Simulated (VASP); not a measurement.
# Si (P1) in VASP: relaxation of the atoms with PBE

Aim: the relaxation of the atoms of Si with PBE.

All numbers are computed with VASP 6.6.1; they aren't measurements. Logs are shortened: lines on timing, memory, paths and dates and some standing lists are left out, and cuts for length are marked.

### 1 The cell of the first run

The typed cell holds 64 atoms: a = 10.862 Å, b = 10.862 Å, c = 10.862 Å, α = 90.00°, β = 90.00°, γ = 90.00°.

### 2 Relaxation of the atoms, PBE

Input file INCAR:

```
SYSTEM = Si
  ALGO = Normal
  EDIFF = 1E-6
  EDIFFG = -5.0
  ENCUT = 520
  GGA = PE
  IBRION = 2
  ISIF = 2
  ISMEAR = -1
  LASPH = .True.
  LCHARG = .False.
  LREAL = Auto
  LWAVE = .False.
  NCORE = 4
  NELM = 100
  NSW = 22
  PREC = Accurate
  SIGMA = 0.05
```

Input file KPOINTS:

```
k-points
0
Gamma
  1 1 1
  0 0 0
```

Input file POSCAR:

```
Si
1.0
   10.8620000000      0.0000000000      0.0000000000
    0.0000000000     10.8620000000      0.0000000000
    0.0000000000      0.0000000000     10.8620000000
Si
64
Direct
    0.0014160000      0.0018160000      0.0003230000
    0.1265370000      0.1260640000      0.1260110000
    0.0003860000      0.2505710000      0.2492780000
    0.1240050000      0.3763730000      0.3745720000
    0.2485890000      0.0016570000      0.2516950000
    0.3737410000      0.1245010000      0.3758180000
    0.2508170000      0.2513960000      0.0000510000
    0.3745200000      0.3734090000      0.1253740000
   -0.0005730000      0.0002710000      0.4986510000
    0.1240270000      0.1248070000      0.6257470000
   -0.0012990000      0.2487990000      0.7493130000
    0.1262690000      0.3766920000      0.8762600000
    0.2509720000     -0.0003390000      0.7491710000
    0.3740950000      0.1251800000      0.8734360000
    0.2486700000      0.2501370000      0.4995830000
    0.3741240000      0.3753530000      0.6261810000
    0.0010360000      0.5005380000     -0.0013770000
    0.1264460000      0.6247040000      0.1250290000
   -0.0013280000      0.7510840000      0.2486600000
    0.1255080000      0.8747050000      0.3736200000
    0.2505210000      0.5005180000      0.2497650000
    0.3765460000      0.6244350000      0.3760670000
    0.2496360000      0.7503360000      0.0014200000
    0.3746320000      0.8764120000      0.1267790000
    0.0009100000      0.4984240000      0.4997870000
    0.1249990000      0.6245850000      0.6261910000
   -0.0009850000      0.7507220000      0.7496710000
    0.1237300000      0.8747560000      0.8758630000
    0.2509730000      0.5012660000      0.7490030000
    0.3747620000      0.6245200000      0.8739660000
    0.2508500000      0.7494070000      0.4990900000
    0.3753540000      0.8738950000      0.6263810000
    0.4987230000     -0.0004400000      0.0012880000
    0.6255630000      0.1262200000      0.1267280000
    0.4998780000      0.2490240000      0.2495520000
    0.6266370000      0.3751380000      0.3767850000
    0.7489940000     -0.0010820000      0.2503390000
    0.8755140000      0.1232450000      0.3759060000
    0.7485490000      0.2497070000      0.0005160000
    0.8766390000      0.3757380000      0.1241790000
    0.5008140000     -0.0007980000      0.4992480000
    0.6257190000      0.1238430000      0.6241500000
    0.5002140000      0.2498020000      0.7517120000
    0.6231920000      0.3743100000      0.8754670000
    0.7484460000      0.0001180000      0.7499180000
    0.8749680000      0.1234530000      0.8742550000
    0.7486890000      0.2515700000      0.5004880000
    0.8745390000      0.3751770000      0.6258710000
    0.4996860000      0.5001930000     -0.0017140000
    0.6245260000      0.6231700000      0.1233390000
    0.4988800000      0.7481700000      0.2514730000
    0.6233250000      0.8756320000      0.3739440000
    0.7509880000      0.4985410000      0.2490860000
    0.8767920000      0.6235840000      0.3748010000
    0.7495120000      0.7482930000     -0.0016690000
    0.8760070000      0.8749110000      0.1244150000
    0.4989980000      0.4999550000      0.4990100000
    0.6234140000      0.6245130000      0.6267560000
    0.4998440000      0.7488800000      0.7482280000
    0.6243720000      0.8742430000      0.8752780000
    0.7490050000      0.5002020000      0.7501560000
    0.8737630000      0.6240020000      0.8744250000
    0.7506670000      0.7481840000      0.5004720000
    0.8752160000      0.8762080000      0.6253260000
```

Potentials or basis: VASP PAW PBE potentials, release 64 (Si).

On the command line:

```bash
$ cat potpaw_PBE.64/Si/POTCAR > POTCAR
$ mpirun -np 4 vasp_gam > vasp.out
```

OUTCAR:

```text
SYSTEM = Si
   EDIFF = 1E-6
   EDIFFG = -5.0
   ENCUT = 520
   GGA = PE
   IBRION = 2
   ISIF = 2
   ISMEAR = -1
   LASPH = .True.
   LREAL = Auto
   NELM = 100
   NSW = 22
   PREC = Accurate

 ion  position               nearest neighbor table
   1  0.001  0.002  0.000-  28 2.34  46 2.35   2 2.35  56 2.36
   2  0.127  0.126  0.126-   5 2.33   3 2.35   1 2.35   7 2.36
   3  0.000  0.251  0.249-   2 2.35  40 2.35   4 2.35  38 2.38
   4  0.124  0.376  0.375-  25 2.32   3 2.35  21 2.35  15 2.36
   5  0.249  0.002  0.252-  20 2.33   6 2.33   2 2.33  24 2.36
   6  0.374  0.125  0.376-   5 2.33  15 2.35  41 2.36  35 2.36
[... 56 lines left out ...]
  63  0.751  0.748  0.500-  54 2.36  58 2.37  64 2.37  52 2.39
  64  0.875  0.876  0.625-  27 2.34   9 2.35  45 2.35  63 2.37

  LATTYP: Found a simple cubic cell.
 ALAT       =    10.8620000000

  Lattice vectors:

 A1 = (  10.8620000000,   0.0000000000,   0.0000000000)
 A2 = (   0.0000000000,  10.8620000000,   0.0000000000)
 A3 = (   0.0000000000,   0.0000000000,  10.8620000000)

Analysis of symmetry for initial positions (statically):
=====================================================================
 Subroutine PRICEL returns:
 Original cell was already a primitive cell.

 Routine SETGRP: Setting up the symmetry group for a
 simple cubic supercell.

 Subroutine GETGRP returns: Found  1 space group operations
 (whereof  1 operations were pure point group operations)
 out of a pool of 48 trial point group operations.

The static configuration has the point symmetry C_1 .

Analysis of symmetry for dynamics (positions and initial velocities):
=====================================================================
 Subroutine PRICEL returns:
 Original cell was already a primitive cell.

 Routine SETGRP: Setting up the symmetry group for a
 simple cubic supercell.

 Subroutine GETGRP returns: Found  1 space group operations
 (whereof  1 operations were pure point group operations)
 out of a pool of 48 trial point group operations.

The dynamic configuration has the point symmetry C_1 .

 Subroutine INISYM returns: Found  1 space group operations
 (whereof  1 operations are pure point group operations),
 and found     1 'primitive' translations

----------------------------------------------------------------------------------------

                                     Primitive cell

  volume of cell :    1281.5318

  direct lattice vectors                    reciprocal lattice vectors
    10.862000000  0.000000000  0.000000000     0.092064077  0.000000000  0.000000000
     0.000000000 10.862000000  0.000000000     0.000000000  0.092064077  0.000000000
     0.000000000  0.000000000 10.862000000     0.000000000  0.000000000  0.092064077

  length of vectors
    10.862000000 10.862000000 10.862000000     0.092064077  0.092064077  0.092064077

  position of ions in fractional coordinates (direct lattice)
     0.001416000  0.001816000  0.000323000
     0.126537000  0.126064000  0.126011000
     0.000386000  0.250571000  0.249278000
     0.124005000  0.376373000  0.374572000
     0.248589000  0.001657000  0.251695000
     0.373741000  0.124501000  0.375818000
[... 56 lines left out ...]
     0.750667000  0.748184000  0.500472000
     0.875216000  0.876208000  0.625326000

  ion indices of the primitive-cell ions
   primitive index   ion index
                 1           1
                 2           2
                 3           3
                 4           4
                 5           5
                 6           6
[... 56 lines left out ...]
                63          63
                64          64

----------------------------------------------------------------------------------------

 KPOINTS: k-points

Automatic generation of k-mesh.
 Grid dimensions read from file:
 generate k-points for:    1    1    1

 Generating k-lattice:

  Cartesian coordinates                     Fractional coordinates (reciprocal lattice)
     0.092064077  0.000000000  0.000000000     1.000000000  0.000000000  0.000000000
     0.000000000  0.092064077  0.000000000     0.000000000  1.000000000  0.000000000
     0.000000000  0.000000000  0.092064077     0.000000000  0.000000000  1.000000000

  Length of vectors
     0.092064077  0.092064077  0.092064077

  Shift w.r.t. Gamma in fractional coordinates (k-lattice)
     0.000000000  0.000000000  0.000000000

 Subroutine IBZKPT returns following result:
 ===========================================

 Found      1 irreducible k-points:

 Following reciprocal coordinates:
            Coordinates               Weight
  0.000000  0.000000  0.000000      1.000000
   k-points           NKPTS =      1   k-points in BZ     NKDIM =      1   number of bands    NBANDS=    161
   number of dos      NEDOS =    301   number of ions     NIONS =     64
   total plane-waves  NPLWV = 592704
   dimension x,y,z NGX =    84 NGY =   84 NGZ =   84
   dimension x,y,z NGXF=   168 NGYF=  168 NGZF=  168
   ions per type =              64
   NGX,Y,Z   is equivalent  to a cutoff of  12.86, 12.86, 12.86 a.u.
   NGXF,Y,Z  is equivalent  to a cutoff of  25.71, 25.71, 25.71 a.u.
 SYSTEM =  Si
   PREC   = accura    normal or accurate (medium, high low for compatibility)
   ISTART =      0    job   : 0-new  1-cont  2-samecut
   ICHARG =      2    charge: 1-file 2-atom 10-const
   ISPIN  =      1    spin polarized calculation?
   LNONCOLLINEAR =      F non collinear calculations
   LSORBIT =      F    spin-orbit coupling
   LASPH  =      T    aspherical Exc in radial PAW
   ENCUT  =  520.0 eV  38.22 Ry    6.18 a.u.  20.20 20.20 20.20*2*pi/ulx,y,z
   NELM   =    100;   NELMIN=  2; NELMDL= -5     # of ELM steps
   EDIFF  = 0.1E-05   stopping-criterion for ELM
   LREAL  =      T    real-space projection
   EDIFFG = -.5E+01   stopping-criterion for IOM
   NSW    =     22    number of steps for IOM
   IBRION =      2    ionic relax: 0-MD 1-quasi-New 2-CG
   NFREE  =      1    steps in history (QN), initial steepest desc. (CG)
   ISIF   =      2    stress and relaxation
   ISYM   =      2    0-nonsym 1-usesym 2-fastsym
   POTIM  = 0.5000    time-step for ionic-motion
   TEBEG  =    0.0;   TEEND  =   0.0 temperature during run
   PSTRESS=    0.0 pullay stress
   NELECT =     256.0000    total number of electrons
   NUPDOWN=      -1.0000    fix difference up-down
   EMIN   =  10.00;   EMAX   =-10.00  energy-range for DOS
   EFERMI =   0.00;   METHOD = LEGACY
   ISMEAR =    -1;   SIGMA  =   0.05  broadening in eV -4-tet -1-fermi 0-gaus
   EFERMI_NEDOS =   21; number of points for ismear=-14 and -15
   IALGO  =     38    algorithm
   IMIX   =      4    mixing-type and parameters
     AMIX     =   0.40;   BMIX     =  1.00
     AMIX_MAG =   1.60;   BMIX_MAG =  1.00
  volume/ion in A,a.u.               =      20.02       135.13
  Fermi-wavevector in a.u.,A,eV,Ry     =   0.956999  1.808467 12.460868  0.915848
  Thomas-Fermi vector in A             =   2.085978
   LORBIT       =      0    0 simple, 1 ext, 2 COOP (PROOUT), +10 PAW based schemes
   GGA     = PE    functional components
   LHFCALC =     F    Hartree Fock is set to
   AEXX    =    0.0000 exact exchange contribution
   IVDW    =     0    specifies the selected vdW correction
   LEPSILON=     F    determine dielectric tensor
   LRPA    =     F    only Hartree local field effects (RPA)
 conjugate gradient relaxation of ions
 non-spin polarized calculation
  energy-cutoff  :      520.00
  volume of cell :     1281.53
 maximum number of plane-waves:     17229
 NGX is ok and might be reduce to    84
   NGX = 41   NGY = 41   NGZ = 41

 number of electron     255.9999982 magnetization

 Free energy of the ion-electron system (eV)
  ---------------------------------------------------
  ext. energy  EPLUGINS =         0.00000000
  ---------------------------------------------------
  free energy    TOTEN  =      -340.07652493 eV

  energy without entropy =     -340.06899841  energy(sigma->0) =     -340.07276167

 E-fermi :   6.2045     XC(G=0):  -9.3787

 val. band max:        5.9059969046   @ k =   0.0000   0.0000   0.0000
 cond. band min:       6.5326149315   @ k =   0.0000   0.0000   0.0000
 fundamental gap:      0.6266180268
 Fermi energy:         6.2045031077

 k-point     1 :       0.0000    0.0000    0.0000
  band No.  band energies     occupation
      1      -6.0930      2.00000
      2      -5.0413      2.00000
      3      -5.0200      2.00000
      4      -5.0146      2.00000
      5      -5.0000      2.00000
      6      -4.9989      2.00000
[... 132 lines left out ...]
    139       6.9969      0.00000
    140       7.0075      0.00000
 [bands above 140 left out]

------------------------ aborting loop because EDIFF is reached ----------------------------------------

  FORCE on cell =-STRESS in cart. coord.  units (eV):
  Direction    XX          YY          ZZ          XY          YZ          ZX
  --------------------------------------------------------------------------------------
  -------------------------------------------------------------------------------------
  Total       22.6559243     22.6562190     22.6343271     -1.8294205     -0.7161369      0.3708131
  in kB       28.3245469     28.3249154     28.2975461     -2.2871504     -0.8953179      0.4635924
  external PRESSURE =      28.3156695 kB  Pullay stress =       0.0000000 kB

 VOLUME and BASIS-vectors are now :
 -----------------------------------------------------------------------------
  energy-cutoff  :      520.00
  volume of cell :     1281.53
      direct lattice vectors                 reciprocal lattice vectors
    10.862000000  0.000000000  0.000000000     0.092064077  0.000000000  0.000000000
     0.000000000 10.862000000  0.000000000     0.000000000  0.092064077  0.000000000
     0.000000000  0.000000000 10.862000000     0.000000000  0.000000000  0.092064077

 POSITION                                       TOTAL-FORCE (eV/Angst)
 -----------------------------------------------------------------------------------
      0.01538      0.01973      0.00351        -0.089759     -0.115079      0.064412
      1.37444      1.36931      1.36873        -0.094677      0.095024     -0.154608
      0.00419      2.72170      2.70766        -0.105673     -0.109372      0.146136
      1.34694      4.08816      4.06860         0.210633     -0.201161     -0.088490
      2.70017      0.01800      2.73391         0.176700     -0.167247     -0.154085
      4.05957      1.35233      4.08214         0.182133      0.114478      0.032825
[... 56 lines left out ...]
      8.15374      8.12677      5.43613        -0.129453      0.197341     -0.058947
      9.50660      9.51737      6.79229        -0.144831     -0.105553     -0.140698
 -----------------------------------------------------------------------------------
    total drift:                                0.004556      0.000121      0.011220

  FREE ENERGIE OF THE ION-ELECTRON SYSTEM (eV)
  ---------------------------------------------------
  free  energy   TOTEN  =      -340.0765249302 eV

  energy  without entropy=     -340.0689984095  energy(sigma->0) =     -340.07276167

 reached required accuracy - stopping structural energy minimisation
```

Run time: 98 s. Hardware: 4 MPI ranks of Oxide Virtual Turin-like, shared host; peak memory 0.34 GiB.

What came out:

```
Free energy                  : -340.0765 eV
Pressure after relaxing      : 2.8 GPa
Largest force after relaxing : 0.530 eV/Å
Band gap on the k mesh       : 0.63 eV
```

Forces on the atoms (eV/Å):
```
Si  -0.090 -0.115  0.064
Si  -0.095  0.095 -0.155
Si  -0.106 -0.109  0.146
Si   0.211 -0.201 -0.088
Si   0.177 -0.167 -0.154
Si   0.182  0.114  0.033
Si  -0.086 -0.230 -0.072
Si   0.212  0.315 -0.047
Si   0.248 -0.180  0.238
Si   0.081 -0.065 -0.212
Si   0.209  0.255  0.297
Si  -0.133 -0.242 -0.404
Si  -0.290 -0.081  0.132
Si   0.082 -0.068  0.304
Si   0.019  0.076  0.147
Si   0.133 -0.166 -0.218
Si  -0.060  0.100  0.166
Si  -0.262  0.101  0.021
Si   0.290 -0.260  0.120
Si  -0.167 -0.041  0.156
Si   0.052 -0.086  0.112
Si  -0.306 -0.039 -0.147
Si   0.161  0.049 -0.182
Si  -0.102 -0.187  0.070
Si  -0.103  0.199  0.222
Si  -0.050  0.142 -0.260
Si   0.014 -0.097  0.092
Si   0.214  0.051 -0.096
Si  -0.172 -0.148  0.197
Si  -0.018  0.250  0.134
Si  -0.129  0.036  0.174
Si   0.014  0.110 -0.372
Si   0.177  0.194 -0.109
Si  -0.112 -0.298 -0.204
Si   0.014  0.161  0.359
Si  -0.343  0.016 -0.404
Si   0.200  0.071 -0.070
Si  -0.253  0.400 -0.220
Si   0.304  0.054 -0.095
Si  -0.133 -0.156 -0.125
Si  -0.255  0.045  0.174
Si  -0.215  0.251  0.092
Si  -0.041 -0.102 -0.398
Si   0.279  0.070 -0.019
Si   0.149 -0.152  0.057
Si  -0.177  0.195  0.159
Si   0.367 -0.352  0.055
Si  -0.019  0.013 -0.104
Si  -0.200 -0.170  0.211
Si   0.025  0.146  0.238
Si   0.185  0.166 -0.341
Si   0.274 -0.409  0.162
Si  -0.034  0.152  0.076
Si  -0.180  0.091 -0.041
Si   0.079  0.193  0.237
Si  -0.299  0.093 -0.193
Si   0.201 -0.145  0.340
Si   0.188 -0.081 -0.415
Si  -0.032  0.134  0.421
Si  -0.127  0.024 -0.054
Si  -0.063 -0.193  0.067
Si   0.183  0.087 -0.070
Si  -0.129  0.197 -0.059
Si  -0.145 -0.106 -0.141
```

Final structure:
```xyz
64
Lattice="10.8620 0.0000 0.0000 0.0000 10.8620 0.0000 0.0000 0.0000 10.8620" Properties=species:S:1:pos:R:3 pbc="T T T"
Si    0.0154    0.0197    0.0035
Si    1.3744    1.3693    1.3687
Si    0.0042    2.7217    2.7077
Si    1.3469    4.0882    4.0686
Si    2.7002    0.0180    2.7339
Si    4.0596    1.3523    4.0821
Si    2.7244    2.7307    0.0006
Si    4.0680    4.0560    1.3618
Si   10.8558    0.0029    5.4163
Si    1.3472    1.3557    6.7969
Si   10.8479    2.7025    8.1390
Si    1.3715    4.0916    9.5179
Si    2.7261   10.8583    8.1375
Si    4.0634    1.3597    9.4873
Si    2.7011    2.7170    5.4265
Si    4.0637    4.0771    6.8016
Si    0.0113    5.4368   10.8470
Si    1.3735    6.7855    1.3581
Si   10.8476    8.1583    2.7009
Si    1.3633    9.5010    4.0583
Si    2.7212    5.4366    2.7129
Si    4.0900    6.7826    4.0848
Si    2.7115    8.1501    0.0154
Si    4.0693    9.5196    1.3771
Si    0.0099    5.4139    5.4287
Si    1.3577    6.7842    6.8017
Si   10.8513    8.1543    8.1429
Si    1.3440    9.5016    9.5136
Si    2.7261    5.4448    8.1357
Si    4.0707    6.7835    9.4930
Si    2.7247    8.1401    5.4211
Si    4.0771    9.4922    6.8038
Si    5.4171   10.8572    0.0140
Si    6.7949    1.3710    1.3765
Si    5.4297    2.7049    2.7106
Si    6.8065    4.0747    4.0926
Si    8.1356   10.8502    2.7192
Si    9.5098    1.3387    4.0831
Si    8.1307    2.7123    0.0056
Si    9.5221    4.0813    1.3488
Si    5.4398   10.8533    5.4228
Si    6.7966    1.3452    6.7795
Si    5.4333    2.7133    8.1651
Si    6.7691    4.0658    9.5093
Si    8.1296    0.0013    8.1456
Si    9.5039    1.3409    9.4962
Si    8.1323    2.7326    5.4363
Si    9.4992    4.0752    6.7982
Si    5.4276    5.4331   10.8434
Si    6.7836    6.7689    1.3397
Si    5.4188    8.1266    2.7315
Si    6.7706    9.5111    4.0618
Si    8.1572    5.4152    2.7056
Si    9.5237    6.7734    4.0711
Si    8.1412    8.1280   10.8439
Si    9.5152    9.5033    1.3514
Si    5.4201    5.4305    5.4202
Si    6.7715    6.7835    6.8078
Si    5.4293    8.1343    8.1273
Si    6.7819    9.4960    9.5073
Si    8.1357    5.4332    8.1482
Si    9.4908    6.7779    9.4980
Si    8.1537    8.1268    5.4361
Si    9.5066    9.5174    6.7923
```

Levels at points of the mesh, in eV from the valence-band top:
```
           k point  band 124  band 125  band 126  band 127  band 128  band 129  band 130  band 131  band 132  band 133
(0.00, 0.00, 0.00)     -1.20     -1.19     -0.06     -0.02      0.00      0.63      0.65      0.66      0.66      0.66
```

Caveat: the k points lie up to 0.58 Å⁻¹ apart; the relaxation stopped at its first step, so nothing moved.
